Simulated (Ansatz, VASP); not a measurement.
# Two plane-wave programs on WSe

```xyz
2
Lattice="0.0000 2.8710 2.8710 2.8710 0.0000 2.8710 2.8710 2.8710 0.0000" Properties=species:S:1:pos:R:3 pbc="T T T"
W     0.0000    0.0000    0.0000
Se    2.8710    2.8710    2.8710
```

Alike in both runs: task single point; functional PBE; k mesh 12 × 12 × 12; occupations gaussian, width 0.1 eV; collinear spin; Hubbard terms W d U = 6.2 eV.

```csv
,VASP,Ansatz
version,VASP 6.6.1,Ansatz 0.2.0
potentials or method,"VASP PAW PBE potentials, release 64 (W_sv, Se), cutoff 520 eV","scalar-relativistic, plane waves, PAW"
valence electrons in the cell,20,30
```

Ansatz gave:

| Property | Result |
| --- | --- |
| gap on the k mesh at the Fermi level (eV) | none |
| pressure (GPa) | 0.0 |
| net moment per atom (μB) | 2.00 |
| size of the moment on the site where the two differ most (μB) | 0.24 |

Problem. Estimate VASP's values.

Solution. gap on the k mesh at the Fermi level (eV): none; pressure (GPa): -2.6; net moment per atom (μB): 1.97; size of the moment on the site where the two differ most (μB): 0.08.

Site moments also hang on the region over which each program counts them. The programs project onto different local orbitals, so the same U acts differently, and such runs can settle in different states. A gap of «none» marks a metal or a gap that the smearing closes. VASP's potentials hold 20 valence electrons a cell and Ansatz's 30, so a difference there can come from the potentials and not from the codes. Ansatz's warnings: filled band counts differ across k points.

Spin-orbit coupling is off throughout.
